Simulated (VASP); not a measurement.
A run of VASP 6.6.1:

INCAR

```
  ALGO = Normal
  EDIFF = 1E-6
  ENCUT = 520
  GGA = PS
  ISIF = 2
  ISMEAR = -1
  LASPH = True
  LCHARG = False
  LREAL = Auto
  LWAVE = False
  NBANDS = 66
  NELM = 100
  PREC = Accurate
  SIGMA = 0.05
```

Contents of KPOINTS:

```
k-points
0
Gamma
  2 2 1
```

Contents of POSCAR:

```
HC2
1.0
    5.0487420000      0.0000000000      0.0000000000
    0.0000000000      5.0487420000      0.0000000000
    0.0000000000      0.0000000000     17.1647000000
H C
10 20
Direct
    0.4277897346      0.0000000000      0.0582591015
    0.0722160095      0.0000000000      0.0582591015
    0.9277954786      0.0000000000      0.0582591015
    0.5722217535      0.0000000000      0.0582591015
    0.4277897346      0.5000057440      0.0582591015
    0.0722160095      0.5000057440      0.0582591015
    0.9277954786      0.5000057440      0.0582591015
    0.5722217535      0.5000057440      0.0582591015
    3.1965190537      2.4270798547      0.9991494171
    1.9257866613      2.2046878212      1.0249873286
    0.2500028720      0.0000000000      0.0952361533
    0.7500086160      0.0000000000      0.0952361533
    0.2500028720      0.5000057440      0.0952361533
    0.7500086160      0.5000057440      0.0952361533
    0.2500028720      0.2500028720      0.1472324014
    0.7500086160      0.2500028720      0.1472324014
    0.2500028720      0.7500086160      0.1472324014
    0.7500086160      0.7500086160      0.1472324014
    0.0049319217      0.2469129934      0.2001666210
    0.5015110695      0.2423574031      0.2026484588
    0.0046150110      0.7433336859      0.2018561350
    0.4984608047      0.7387384818      0.2016697058
   -0.0219856748      0.0166576149      0.2653352520
    0.5028579397      0.0323446910      0.2692094823
   -0.0049913424      0.4996492195      0.2647584869
    0.5028777466      0.4862795524      0.2628301106
    0.2570937473      0.1110573684      0.3095888655
    0.7417491328      0.1286855221      0.3037396517
    0.2388119654      0.3941377872      0.2869202491
    0.7413133806      0.4508053689      0.3100374606
```

Potentials or basis: VASP PAW PBE potentials, release 64 (H, C).

The run is started by

```console
$ cat potpaw_PBE.64/H/POTCAR potpaw_PBE.64/C/POTCAR > POTCAR
$ mpirun -np 1 vasp_std > vasp.out
```

Hardware: 1 thread of Intel(R) Xeon(R) 6975P-C (Granite Rapids), with other jobs on the host.

Estimate the wall time of this run.

It took 2.5 min on 1 thread of Intel(R) Xeon(R) 6975P-C (Granite Rapids) (shared host), peak memory 0.49 GiB. Counts: scf iterations 25, k points 4.
